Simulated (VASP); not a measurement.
Set up this calculation in VASP 6.6.1, as the native input.

| Item | Value |
| --- | --- |
| Task | single point |
| Functional | PBE |
| Potentials or basis | VASP PAW PBE potentials, release 64 (In_d, Se) |
| Cutoff | 520 eV |
| k mesh | 8 × 8 × 8 |
| Occupations | fermi-dirac, width 0.02 eV |
| Spin | no spin polarisation |
| Dipole correction | no |
| Further INCAR settings | ALGO = Normal; EDIFF = 1e-06; NBANDS = 27 |

The structure of InSe lies in POSCAR:

```
InSe
1.0
    2.0105578892      1.2174429901      8.4106659677
   -2.0105578892      1.2174429901      8.4106659677
    0.0000000000     -2.4348859802      8.4106659677
In Se
2 2
Direct
   -0.0012073618     -0.0012073618      0.0029399128
    0.1074278592      0.1074278592      0.1185708165
    0.6225739408      0.6225739408      0.6109807082
    0.8272055618      0.8272055618      0.8235085624
```

This cell differs from its parent crystal: uniaxial y strain +4.9%.

The input as run:

INCAR

```
  PREC = Accurate
  ENCUT = 520
  EDIFF = 1E-6
  ISMEAR = -1
  SIGMA = 0.02
  LREAL = F
  LASPH = T
  NELM = 60
  ALGO = Normal
  ISIF = 2
  LWAVE = F
  LCHARG = T
  GGA = PE
  LELF = T
  LVHAR = T
  NBANDS = 27
```

KPOINTS

```
Automatic mesh
0
Gamma
  8 8 8
```

Potentials or basis: VASP PAW PBE potentials, release 64 (In_d, Se).

Command:

```sh
$ cat potpaw_PBE.64/In_d/POTCAR potpaw_PBE.64/Se/POTCAR > POTCAR
$ mpirun -np 1 vasp_std > vasp.out
```

It gave:

The pressure is 0.9 GPa, the largest force is 0.187 eV/Å and the band gap on the k mesh is 0.06 eV.

Caveat: the cell differs from its parent crystal (uniaxial y strain +4.9%); spin-orbit coupling is left out, which moves the levels of the heavy elements.

Run time: 70 min on 1 thread of Intel Xeon 8259CL (shared host), peak memory 0.93 GiB.
